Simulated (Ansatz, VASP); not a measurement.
## Se: VASP beside Ansatz

```
Se
1.0
     4.06815    0.00000    0.00000
    -2.03407    3.52312    0.00000
     0.00000    0.00000    5.12773
Se
3
Cartesian
  1.0062 0.0000 1.7092
  -0.5031 0.8714 3.4185
  1.5310 2.6517 0.0000
```

Alike in both runs: functional PBE; dispersion D3(BJ); k mesh 12 × 12 × 8; occupations gaussian, width 0.02 eV; no spin polarisation.

Ansatz relaxed the structure, and its values are those at the end. VASP's run is a single point on that final structure, the one shown.

|  | VASP | Ansatz |
| --- | --- | --- |
| version | VASP 6.6.1 | Ansatz 0.2.0 |
| potentials or method | VASP PAW PBE potentials, release 64 (Se), cutoff 520 eV | scalar-relativistic, plane waves, PAW |
| valence electrons in the cell | 18 | 48 |

Ansatz gave:

```
gap on the k mesh at the Fermi level (eV) : 0.52
least direct gap on the mesh (eV)         : 0.54
pressure (GPa)                            : 0.0
rms of the force components (eV/Å)        : 0.001
```

**Question.** Which values does VASP return?

**Answer.** gap on the k mesh at the Fermi level (eV): 0.51; least direct gap on the mesh (eV): 0.53; pressure (GPa): 0.1; rms of the force components (eV/Å): 0.011.

VASP's potentials hold 18 valence electrons a cell and Ansatz's 48, so a difference there can come from the potentials and not from the codes.
